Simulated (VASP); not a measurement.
Set up this calculation in VASP 6.6.1, as the native input.

```
Task                   : single point
Functional             : PBE
Potentials or basis    : VASP PAW PBE potentials, release 64 (Ba_sv, V_sv, Tl_d, O)
Cutoff                 : 600 eV
k mesh                 : 3 × 3 × 4
Occupations            : gaussian, width 0.1 eV
Spin                   : collinear spin, ferromagnetic start
Starting moments       : [0.0, 0.0, 2.0, 2.0, 2.0, 0.0, 0.0, 0.0, 0.0, 0.0, 0.0, 0.0, 0.0, 0.0, 0.0, 0.0, 0.0, 0.0, 0.0, 0.0, 0.0, 0.0] μB
Dipole correction      : no
Further INCAR settings : ALGO = Normal; EDIFF = 1e-06; NBANDS = 119
```

The structure of Ba2Tl5V3O12 lies in POSCAR:

```
Ba2Tl5V3O12
1.0
    8.1542137957      0.0000000000      0.0000000000
   -4.0771068978      7.0617562949      0.0000000000
    0.0000000000      0.0000000000      6.9212780000
Ba V Tl O
2 3 5 12
Direct
    0.0000000000      0.0000000000      0.2355200000
    0.0000000000      0.0000000000      0.7644800000
    0.5000000000      0.0000000000      0.0000000000
    0.0000000000      0.5000000000      0.0000000000
    0.5000000000      0.5000000000      0.0000000000
    0.5000000000      0.0000000000      0.5000000000
    0.0000000000      0.5000000000      0.5000000000
    0.5000000000      0.5000000000      0.5000000000
    0.3333333333      0.6666666667      0.2248920000
    0.6666666667      0.3333333333      0.7751080000
    0.3388990000      0.3433360000      0.8144420000
    0.6566640000      0.9955630000      0.8144420000
    0.0044370000      0.6611010000      0.8144420000
    0.3433360000      0.3388990000      0.1855580000
    0.9955630000      0.6566640000      0.1855580000
    0.6611010000      0.0044370000      0.1855580000
    0.6611010000      0.6566640000      0.1855580000
    0.3433360000      0.0044370000      0.1855580000
    0.9955630000      0.3388990000      0.1855580000
    0.6566640000      0.6611010000      0.8144420000
    0.0044370000      0.3433360000      0.8144420000
    0.3388990000      0.9955630000      0.8144420000
```

These files were run (other wordings do the same):

INCAR

```
PREC = Accurate ; ENCUT = 600
EDIFF = 1E-6 ; ISMEAR = 0
SIGMA = 0.1 ; LREAL = F
LASPH = T ; NELM = 200
ALGO = Normal ; ISIF = 2
LWAVE = F ; LCHARG = F
ISPIN = 2 ; MAGMOM = 0 0 2 2 2 0 0 0 0 0 0 0 0 0 0 0 0 0 0 0 0 0
LORBIT = 11 ; LMAXMIX = 4
GGA = PE ; NBANDS = 119
GGA_COMPAT = F ; KPAR = 4
```

KPOINTS

```
regular mesh
0
Gamma
  3 3 4
```

Potentials or basis: VASP PAW PBE potentials, release 64 (Ba_sv, V_sv, Tl_d, O).

Launch:

```console
$ cat potpaw_PBE.64/Ba_sv/POTCAR potpaw_PBE.64/V_sv/POTCAR potpaw_PBE.64/Tl_d/POTCAR potpaw_PBE.64/O/POTCAR > POTCAR
$ mpirun -np 4 vasp_std > vasp.out
```

Results of the run:

* Pressure: 0.7 GPa
* Largest force: 0.108 eV/Å
* Band gap on the k mesh: zero (filled and empty bands overlap)
* Net moment: 0.00 μB per cell
* Valence electrons inside the program's atomic spheres: Ba 7.85; V 11.67; Tl 11.13, 11.25; O 4.93

Caveat: spin-orbit coupling is left out, which moves the levels of the heavy elements; semilocal functionals often make such compounds metallic where correlation or magnetic order opens a gap, which also shifts bond lengths.

Wall time 8.9 min on 4 MPI ranks on Intel(R) Xeon(R) 6975P-C (Granite Rapids) (shared host), peak memory 1.4 GiB a rank.
